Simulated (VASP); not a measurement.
# NiO (P4_2/mmc) in VASP: notebook

The runs below take NiO through relaxation of shape and atoms at fixed volume, with PBE.

Everything below comes from runs of VASP 6.6.1. Logs are shortened: lines on timing, memory, paths and dates and some standing lists are left out, and cuts for length are marked.

### Step 1. The cell of the first run

Symmetry: P4_2/mmc, No. 131, tetragonal system. The conventional cell has a = 2.858 Å, b = 2.858 Å, c = 5.059 Å, α = 90.00°, β = 90.00°, γ = 90.00°. Ni (site symmetry mmm) has 4 O at 1.91 Å within 2.5 Å. O (site symmetry -4m2) has 4 Ni at 1.91 Å and 2 O at 2.53 Å within 2.6 Å.

### Step 2. Relaxation of shape and atoms at fixed volume, PBE (10.33 Å³/atom)

Contents of INCAR:

```
ALGO = Normal
EDIFF = 1E-6
EDIFFG = -0.01
ENCUT = 600
GGA = PE
IBRION = 2
ISIF = 4
ISMEAR = 0
LASPH = True
LCHARG = False
LREAL = False
LWAVE = False
NELM = 80
NSW = 50
PREC = Accurate
SIGMA = 0.1
```

Contents of KPOINTS:

```
k-points
0
Gamma
  16 16 10
```

Contents of POSCAR:

```
NiO
1.0
    2.8582502775      0.0000000000      0.0000000000
    0.0000000000      2.8582502775      0.0000000000
    0.0000000000      0.0000000000      5.0593398992
Ni O
2 2
Direct
    0.0000000000      0.5000000000      0.5000000000
    0.5000000000      0.0000000000      0.0000000000
    0.0000000000      0.0000000000      0.2500000000
    0.0000000000      0.0000000000      0.7500000000
```

Potentials or basis: VASP PAW PBE potentials, release 64 (Ni, O).

Run with:

```bash
$ cat potpaw_PBE.64/Ni/POTCAR potpaw_PBE.64/O/POTCAR > POTCAR
$ mpirun -np 1 vasp_std > vasp.out
```

OUTCAR:

```text
EDIFF = 1E-6
   EDIFFG = -0.01
   ENCUT = 600
   GGA = PE
   IBRION = 2
   ISIF = 4
   ISMEAR = 0
   LASPH = True
   LREAL = False
   NELM = 80
   NSW = 50
   PREC = Accurate

 ion  position               nearest neighbor table
   1  0.000  0.500  0.500-   3 1.91   4 1.91   3 1.91   4 1.91
   2  0.500  0.000  0.000-   3 1.91   4 1.91   3 1.91   4 1.91
   3  0.000  0.000  0.250-   1 1.91   2 1.91   1 1.91   2 1.91
   4  0.000  0.000  0.750-   1 1.91   2 1.91   1 1.91   2 1.91

  LATTYP: Found a simple tetragonal cell.
 ALAT       =     2.8582502775
 C/A-ratio  =     1.7700828857

  Lattice vectors:

 A1 = (   2.8582502775,   0.0000000000,   0.0000000000)
 A2 = (   0.0000000000,   2.8582502775,   0.0000000000)
 A3 = (   0.0000000000,   0.0000000000,   5.0593398992)

Analysis of symmetry for initial positions (statically):
=====================================================================
 Subroutine PRICEL returns:
 Original cell was already a primitive cell.

 Routine SETGRP: Setting up the symmetry group for a
 simple tetragonal supercell.

 Subroutine GETGRP returns: Found 16 space group operations
 (whereof  8 operations were pure point group operations)
 out of a pool of 16 trial point group operations.

The static configuration has the point symmetry D_2h.
 The point group associated with its full space group is D_4h.

Analysis of symmetry for dynamics (positions and initial velocities):
=====================================================================
 Subroutine PRICEL returns:
 Original cell was already a primitive cell.

 Routine SETGRP: Setting up the symmetry group for a
 simple tetragonal supercell.

 Subroutine GETGRP returns: Found 16 space group operations
 (whereof  8 operations were pure point group operations)
 out of a pool of 16 trial point group operations.

The dynamic configuration has the point symmetry D_2h.
 The point group associated with its full space group is D_4h.

 Subroutine INISYM returns: Found 16 space group operations
 (whereof  8 operations are pure point group operations),
 and found     1 'primitive' translations

----------------------------------------------------------------------------------------

                                     Primitive cell

  volume of cell :      41.3328

  direct lattice vectors                    reciprocal lattice vectors
     2.858250277  0.000000000  0.000000000     0.349864394  0.000000000  0.000000000
     0.000000000  2.858250277  0.000000000     0.000000000  0.349864394  0.000000000
     0.000000000  0.000000000  5.059339899     0.000000000  0.000000000  0.197654243

  length of vectors
     2.858250277  2.858250277  5.059339899     0.349864394  0.349864394  0.197654243

  position of ions in fractional coordinates (direct lattice)
     0.000000000  0.500000000  0.500000000
     0.500000000  0.000000000  0.000000000
     0.000000000  0.000000000  0.250000000
     0.000000000  0.000000000  0.750000000

  ion indices of the primitive-cell ions
   primitive index   ion index
                 1           1
                 2           2
                 3           3
                 4           4

----------------------------------------------------------------------------------------

 KPOINTS: k-points

Automatic generation of k-mesh.
 Grid dimensions read from file:
 generate k-points for:   16   16   10

 Generating k-lattice:

  Cartesian coordinates                     Fractional coordinates (reciprocal lattice)
     0.021866525  0.000000000  0.000000000     0.062500000  0.000000000  0.000000000
     0.000000000  0.021866525  0.000000000     0.000000000  0.062500000  0.000000000
     0.000000000  0.000000000  0.019765424     0.000000000  0.000000000  0.100000000

  Length of vectors
     0.021866525  0.021866525  0.019765424

  Shift w.r.t. Gamma in fractional coordinates (k-lattice)
     0.000000000  0.000000000  0.000000000

 Subroutine IBZKPT returns following result:
 ===========================================

 Found    270 irreducible k-points:

 Following reciprocal coordinates:
            Coordinates               Weight
  0.000000  0.000000  0.000000      1.000000
  0.062500  0.000000  0.000000      4.000000
  0.125000  0.000000  0.000000      4.000000
  0.187500  0.000000  0.000000      4.000000
  0.250000  0.000000  0.000000      4.000000
  0.312500  0.000000  0.000000      4.000000
[... 16 lines left out ...]
  0.437500  0.125000  0.000000      8.000000
  0.500000  0.125000  0.000000      4.000000
 [... further k-points ...]
   k-points           NKPTS =    270   k-points in BZ     NKDIM =    270   number of bands    NBANDS=     20
   number of dos      NEDOS =    301   number of ions     NIONS =      4
   total plane-waves  NPLWV =  23040
   dimension x,y,z NGX =    24 NGY =   24 NGZ =   40
   dimension x,y,z NGXF=    48 NGYF=   48 NGZF=   80
   ions per type =               2   2
   NGX,Y,Z   is equivalent  to a cutoff of  13.96, 13.96, 13.14 a.u.
   NGXF,Y,Z  is equivalent  to a cutoff of  27.92, 27.92, 26.29 a.u.
 SYSTEM =  unknown system
   PREC   = accura    normal or accurate (medium, high low for compatibility)
   ISTART =      0    job   : 0-new  1-cont  2-samecut
   ICHARG =      2    charge: 1-file 2-atom 10-const
   ISPIN  =      1    spin polarized calculation?
   LNONCOLLINEAR =      F non collinear calculations
   LSORBIT =      F    spin-orbit coupling
   LASPH  =      T    aspherical Exc in radial PAW
   ENCUT  =  600.0 eV  44.10 Ry    6.64 a.u.   5.71  5.71 10.10*2*pi/ulx,y,z
   NELM   =     80;   NELMIN=  2; NELMDL= -5     # of ELM steps
   EDIFF  = 0.1E-05   stopping-criterion for ELM
   LREAL  =      F    real-space projection
   EDIFFG = -.1E-01   stopping-criterion for IOM
   NSW    =     50    number of steps for IOM
   IBRION =      2    ionic relax: 0-MD 1-quasi-New 2-CG
   NFREE  =      1    steps in history (QN), initial steepest desc. (CG)
   ISIF   =      4    stress and relaxation
   ISYM   =      2    0-nonsym 1-usesym 2-fastsym
   POTIM  = 0.5000    time-step for ionic-motion
   TEBEG  =    0.0;   TEEND  =   0.0 temperature during run
   PSTRESS=    0.0 pullay stress
   NELECT =      32.0000    total number of electrons
   NUPDOWN=      -1.0000    fix difference up-down
   EMIN   =  10.00;   EMAX   =-10.00  energy-range for DOS
   EFERMI =   0.00;   METHOD = LEGACY
   ISMEAR =     0;   SIGMA  =   0.10  broadening in eV -4-tet -1-fermi 0-gaus
   EFERMI_NEDOS =   21; number of points for ismear=-14 and -15
   IALGO  =     38    algorithm
   IMIX   =      4    mixing-type and parameters
     AMIX     =   0.40;   BMIX     =  1.00
     AMIX_MAG =   1.60;   BMIX_MAG =  1.00
  volume/ion in A,a.u.               =      10.33        69.73
  Fermi-wavevector in a.u.,A,eV,Ry     =   1.503234  2.840701 30.745270  2.259714
  Thomas-Fermi vector in A             =   2.614371
   LORBIT       =      0    0 simple, 1 ext, 2 COOP (PROOUT), +10 PAW based schemes
   GGA     = PE    functional components
   LHFCALC =     F    Hartree Fock is set to
   AEXX    =    0.0000 exact exchange contribution
   IVDW    =     0    specifies the selected vdW correction
   LEPSILON=     F    determine dielectric tensor
   LRPA    =     F    only Hartree local field effects (RPA)
 conjugate gradient relaxation of ions
 non-spin polarized calculation
 Gauss-broadening in eV      SIGMA  =   0.10
  energy-cutoff  :      600.00
  volume of cell :       41.33
 maximum number of plane-waves:      1408
 NGX is ok and might be reduce to    24
   NGX = 11   NGY = 11   NGZ = 21

--------------------------------------- Ionic step        1  -------------------------------------------

 number of electron      32.0000014 magnetization

 Free energy of the ion-electron system (eV)
  ---------------------------------------------------
  ext. energy  EPLUGINS =         0.00000000
  ---------------------------------------------------
  free energy    TOTEN  =       -24.25900728 eV

  energy without entropy =      -24.24870870  energy(sigma->0) =      -24.25385799

------------------------ aborting loop because EDIFF is reached ----------------------------------------

  FORCE on cell =-STRESS in cart. coord.  units (eV):
  Direction    XX          YY          ZZ          XY          YZ          ZX
  --------------------------------------------------------------------------------------
  -------------------------------------------------------------------------------------
  Total       -1.1745580     -1.1745580     -1.5504211      0.0000000      0.0000000      0.0000000
  in kB      -45.5292712    -45.5292712    -60.0988110      0.0000000      0.0000000      0.0000000
  external PRESSURE =     -50.3857845 kB  Pullay stress =       0.0000000 kB

 VOLUME and BASIS-vectors are now :
 -----------------------------------------------------------------------------
  energy-cutoff  :      600.00
  volume of cell :       41.33
      direct lattice vectors                 reciprocal lattice vectors
     2.858250277  0.000000000  0.000000000     0.349864394  0.000000000  0.000000000
     0.000000000  2.858250277  0.000000000     0.000000000  0.349864394  0.000000000
     0.000000000  0.000000000  5.059339899     0.000000000  0.000000000  0.197654243
[... 39 lines left out ...]
 POSITION                                       TOTAL-FORCE (eV/Angst)
 -----------------------------------------------------------------------------------
      0.00000      1.43129      2.52203        -0.000000     -0.000000      0.000000
      1.43129      2.86258      0.00000        -0.000000     -0.000000      0.000000
      0.00000      0.00000      1.26102        -0.000000      0.000000     -0.000000
      2.86258      2.86258      3.78305         0.000000     -0.000000     -0.000000
 -----------------------------------------------------------------------------------
    total drift:                                0.000000     -0.000000     -0.000000

  FREE ENERGIE OF THE ION-ELECTRON SYSTEM (eV)
  ---------------------------------------------------
  free  energy   TOTEN  =       -24.2598293574 eV

  energy  without entropy=      -24.2496588109  energy(sigma->0) =      -24.25474408

--------------------------------------- Ionic step        3  -------------------------------------------

 number of electron      32.0000009 magnetization

 Free energy of the ion-electron system (eV)
  ---------------------------------------------------
  ext. energy  EPLUGINS =         0.00000000
  ---------------------------------------------------
  free energy    TOTEN  =       -24.25996509 eV

  energy without entropy =      -24.24985311  energy(sigma->0) =      -24.25490910

 E-fermi :   6.2015     XC(G=0): -11.7544

 val. band max:        6.1967111846   @ k =   0.5000   0.4375   0.2000
 cond. band min:       6.2047270071   @ k =   0.5000   0.5000   0.5000
 fundamental gap:      0.0080158225
 Fermi energy:         6.2015336353

 k-point     1 :       0.0000    0.0000    0.0000
  band No.  band energies     occupation
      1     -14.3215      2.00000
      2     -12.8708      2.00000
      3      -2.4602      2.00000
      4       0.4881      2.00000
      5       0.4881      2.00000
      6       2.3386      2.00000
[... 12 lines left out ...]
     19       8.8048      0.00000
     20      12.7508      0.00000
[... 507 lines left out ...]
 k-point    24 :       0.5000    0.1250    0.0000
  band No.  band energies     occupation
      1     -13.5714      2.00000
      2     -12.7219      2.00000
      3      -1.2564      2.00000
      4      -1.1620      2.00000
      5       0.3632      2.00000
      6       0.6649      2.00000
[... 12 lines left out ...]
     19      10.7108      0.00000
     20      12.7528      0.00000

 [... further k-points ...]

------------------------ aborting loop because EDIFF is reached ----------------------------------------

  FORCE on cell =-STRESS in cart. coord.  units (eV):
  Direction    XX          YY          ZZ          XY          YZ          ZX
  --------------------------------------------------------------------------------------
  -------------------------------------------------------------------------------------
  Total       -1.2111192     -1.2111192     -1.2516716     -0.0000000      0.0000000      0.0000000
  in kB      -46.9464880    -46.9464880    -48.5184179     -0.0000000      0.0000000      0.0000000
  external PRESSURE =     -47.4704646 kB  Pullay stress =       0.0000000 kB

 VOLUME and BASIS-vectors are now :
 -----------------------------------------------------------------------------
  energy-cutoff  :      600.00
  volume of cell :       41.33
      direct lattice vectors                 reciprocal lattice vectors
     2.864620924  0.000000000  0.000000000     0.349086328 -0.000000000  0.000000000
     0.000000000  2.864620924  0.000000000     0.000000000  0.349086328  0.000000000
     0.000000000  0.000000000  5.036861932     0.000000000  0.000000000  0.198536314

 POSITION                                       TOTAL-FORCE (eV/Angst)
 -----------------------------------------------------------------------------------
      0.00000      1.43231      2.51843         0.000000      0.000000     -0.000000
      1.43231      0.00000      0.00000         0.000000      0.000000     -0.000000
      0.00000      0.00000      1.25922         0.000000      0.000000      0.000000
      0.00000      0.00000      3.77765        -0.000000     -0.000000      0.000000
 -----------------------------------------------------------------------------------
    total drift:                                0.000000      0.000000     -0.000000

  FREE ENERGIE OF THE ION-ELECTRON SYSTEM (eV)
  ---------------------------------------------------
  free  energy   TOTEN  =       -24.2599650933 eV

  energy  without entropy=      -24.2498531078  energy(sigma->0) =      -24.25490910

 reached required accuracy - stopping structural energy minimisation
```

Wall time 3.3 min (1 thread of Intel Xeon Platinum 8559C (Emerald Rapids), shared host); peak memory 0.36 GiB.

Results:

| Quantity | Value |
| --- | --- |
| Free energy | -24.2600 eV |
| Energy gained by relaxing | 0.2 meV/atom |
| Ionic steps | 3 |
| Pressure after relaxing | -4.7 GPa |
| Band gap on the k mesh | zero (bands 16 and 17 overlap by 0.35 eV) |

Stress tensor (GPa, compression positive):
```
-4.69  0.00  0.00
 0.00 -4.69  0.00
 0.00  0.00 -4.85
```

Step by step:
| step | energy change (eV) | largest force (eV/Å) | pressure (GPa) | volume (Å³) |
| --- | --- | --- | --- | --- |
| 1 | 0.0000 | 0.0000 | -5.04 | 41.33 |
| 2 | -0.0008 | 0.0000 | -4.85 | 41.33 |
| 3 | -0.0010 | 0.0000 | -4.75 | 41.33 |

Final structure:
```
CELL_PARAMETERS angstrom
2.86462 0.00000 0.00000
0.00000 2.86462 0.00000
0.00000 0.00000 5.03686
ATOMIC_POSITIONS crystal
Ni 0.00000 0.50000 0.50000
Ni 0.50000 0.00000 0.00000
O 0.00000 0.00000 0.25000
O 0.00000 0.00000 0.75000
```

Levels at points of the mesh, in eV from the Fermi level:
| k point | band 14 | band 15 | band 16 | band 17 | band 18 | band 19 |
| --- | --- | --- | --- | --- | --- | --- |
| (0.00, 0.00, 0.00) | -1.14 | -1.01 | -1.00 | 1.49 | 1.49 | 2.60 |
| (0.50, 0.00, 0.00) | -0.81 | -0.57 | -0.14 | 0.95 | 1.16 | 4.32 |
| (0.50, 0.50, 0.00) | -1.16 | -0.54 | 0.20 | 0.20 | 1.87 | 2.51 |
| (0.00, 0.00, 0.50) | -1.08 | -0.51 | -0.51 | 0.83 | 0.83 | 4.44 |
| (0.50, 0.00, 0.50) | -1.09 | -0.89 | -0.37 | 0.88 | 1.53 | 4.73 |
| (0.50, 0.50, 0.50) | -0.96 | 0.00 | 0.00 | 0.41 | 0.41 | 4.68 |

Caveat: the run has no spin polarisation, though such a crystal can be magnetic; semilocal functionals often make such compounds metallic where correlation or magnetic order opens a gap, which also shifts bond lengths. Spin polarisation is off, so any magnetic state and its effect on volume and gap are missing.

[end of part 1 of 2]
